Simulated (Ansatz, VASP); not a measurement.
F in VASP and in Ansatz

```
F
1.0
     2.47285   -1.61043    0.00000
     2.47285    1.61043    0.00000
     0.00000    0.00000    6.54497
F
4
Direct
  0.90542 0.09458 0.09639
  0.59458 0.40542 0.59639
  0.40542 0.59458 0.40361
  0.09458 0.90542 0.90361
```

Alike in both runs: task single point; functional PBE0; k mesh 6 × 6 × 4; no spin polarisation.

```csv
,VASP,Ansatz
version,VASP 6.6.1,Ansatz 0.2.0
potentials or method,"VASP PAW PBE potentials, release 64 (F)","plane waves, PAW"
plane-wave cutoff (eV),520,420
occupations,"gaussian, width 0.01 eV",fixed
valence electrons in the cell,28,28
```

|  | VASP | Ansatz | Ansatz less VASP |
| --- | --- | --- | --- |
| gap on the k mesh at the Fermi level (eV) | 6.90 | 6.96 | +0.057 |
| pressure (GPa) | 0.9 | 0.1 | -0.79 |
| traceless stress, the component that is largest in VASP (GPa) | -1.93 | -3.91 | -1.983 |
| rms of the force components (eV/Å) | 0.297 | 0.577 | +0.2796 |

Atom by atom the forces differ by 0.280 eV/Å (rms over components). Ansatz's warnings: stress exchange threshold loose, stress scf threshold loose.
